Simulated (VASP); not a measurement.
A run of VASP 6.6.1 is set up as follows.

Contents of INCAR:

```
ALGO = Normal ; EDIFF = 1E-6
ENCUT = 520 ; GGA = PE
ISIF = 2 ; ISMEAR = -1
LASPH = True ; LCHARG = False
LREAL = False ; LWAVE = False
NBANDS = 17 ; NELM = 80
PREC = Accurate ; SIGMA = 0.1
```

File KPOINTS:

```
k-points
0
Gamma
  19 19 10
```

File POSCAR:

```
Hf
1.0
    3.0708266931      0.0000000000      0.0000000000
   -1.5354133466      2.6594139269      0.0000000000
    0.0000000000      0.0000000000      4.8621619066
Hf
2
Direct
    0.3333333333      0.6666666667      0.2500000000
    0.6666666667      0.3333333333      0.7500000000
```

Potentials or basis: VASP PAW PBE potentials, release 64 (Hf_pv).

Launch:

```sh
$ cat potpaw_PBE.64/Hf_pv/POTCAR > POTCAR
$ mpirun -np 1 vasp_std > vasp.out
```

Question: Estimate the pressure.

Answer: 16.4 GPa.

Question: Estimate the band gap on the k mesh.

Answer: Zero (bands 10 and 11 overlap by 1.65 eV).

Stress tensor (GPa, compression positive):
```
16.16  0.00  0.00
 0.00 16.16  0.00
 0.00  0.00 16.89
```

Caveat: the cell stands under pressure; spin-orbit coupling is left out, which moves the levels of the heavy elements.
